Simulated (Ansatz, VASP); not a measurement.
# TiAl: VASP beside Ansatz

INCAR

```
SYSTEM = TiAl
PREC = Accurate
ENCUT = 520
EDIFF = 1E-6
ISMEAR = 0
SIGMA = 0.15
LREAL = .FALSE.
LASPH = .TRUE.
NELM = 60
ALGO = Fast
ISIF = 2
LWAVE = .FALSE.
LCHARG = .FALSE.
GGA = PS
NBANDS = 14
```

File KPOINTS:

```
Automatic mesh
0
G
  16 16 16
  0 0 0
```

POSCAR

```
TiAl
1.0
    2.9019628136      0.0000000000      0.0000000000
    0.0000000000      2.9019628136      0.0000000000
    0.0000000000      0.0000000000      3.8326222879
Ti Al
1 1
Direct
    0.0000000000      0.0000000000      0.0000000000
    0.5000000000      0.5000000000      0.5000000000
```

Input for Ansatz:

```yaml
crystal:
  lattice:
    - [2.9019628136, 0.0, 0.0]
    - [0.0, 2.9019628136, 0.0]
    - [0.0, 0.0, 3.8326222879]
  atoms:
    - { symbol: Ti, position: [0.0, 0.0, 0.0] }
    - { symbol: Al, position: [0.5, 0.5, 0.5] }
basis:
  ecutwfc: 520.0
kpoints:
  mp_grid: { grid: [16, 16, 16] }
hamiltonian:
  xc: pbesol
  pseudopotentials: { kind: paw, azcp: { folder: soft_1 } }
scf:
  occupations: { method: gaussian, width: 0.15 }
output:
  forces: true
  stress: true
  eigenvalues: true
```

Alike in both runs: task single point; functional PBEsol; k mesh 16 × 16 × 16; occupations gaussian, width 0.15 eV; no spin polarisation.

|  | VASP | Ansatz |
| --- | --- | --- |
| version | VASP 6.6.1 | Ansatz 0.2.0 |
| potentials or method | VASP PAW PBE potentials, release 64 (Ti_sv, Al), cutoff 520 eV | scalar-relativistic, plane waves, PAW |
| valence electrons in the cell | 15 | 15 |

|  | VASP | Ansatz | Ansatz less VASP |
| --- | --- | --- | --- |
| gap on the k mesh at the Fermi level (eV) | none | none | - |
| pressure (GPa) | -2.7 | -2.8 | -0.09 |
| traceless stress, the component that is largest in VASP (GPa) | 3.71 | 3.71 | 0.000 |

VASP's potentials were made for PBE, not for PBEsol, and Ansatz warns of the same on its side. A gap of «none» marks a metal or a gap that the smearing closes. The functional is the same, so the differences come from potentials, cutoffs and numerics.
